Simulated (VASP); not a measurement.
LiF: single point with PBE

Crystal: LiF.

```
Li F
1.0
     0.00000    1.99487    1.99487
     1.99487    0.00000    1.99487
     1.99487    1.99487    0.00000
Li F
1 1
Direct
  0.00000 0.00000 0.00000
  0.50000 0.50000 0.50000
```

```json
{
  "Program": "VASP 6.6.1",
  "Task": "single point",
  "Functional": "PBE",
  "Potentials or basis": "VASP PAW PBE potentials, release 64 (Li_sv, F)",
  "Cutoff": "520 eV",
  "k mesh": "6 × 6 × 6",
  "Occupations": "gaussian, width 0.01 eV",
  "Spin": "no spin polarisation",
  "Dipole correction": "no",
  "Further INCAR settings": "ALGO = Normal; EDIFF = 1e-06; NBANDS = 12"
}
```

| Quantity | Value |
| --- | --- |
| Band gap on the k mesh | 9.35 eV |

Levels at points of the mesh, in eV from the valence-band top:
```tsv
k point	band 2	band 3	band 4	band 5	band 6	band 7	band 8	band 9
(0.00, 0.00, 0.00)	-20.05	0.00	0.00	0.00	9.35	24.35	24.35	24.35
(0.50, 0.00, 0.00)	-19.60	-2.60	-0.24	-0.24	10.92	17.08	19.12	19.12
(0.50, 0.50, 0.00)	-19.31	-3.13	-1.04	-1.04	15.08	16.61	17.80	20.58
```

Run time: 2.1 s on 1 thread of Intel(R) Xeon(R) 6975P-C (Granite Rapids), with other jobs on the host, peak memory 0.12 GiB.

Caveat: the k points lie up to 0.45 Å⁻¹ apart.
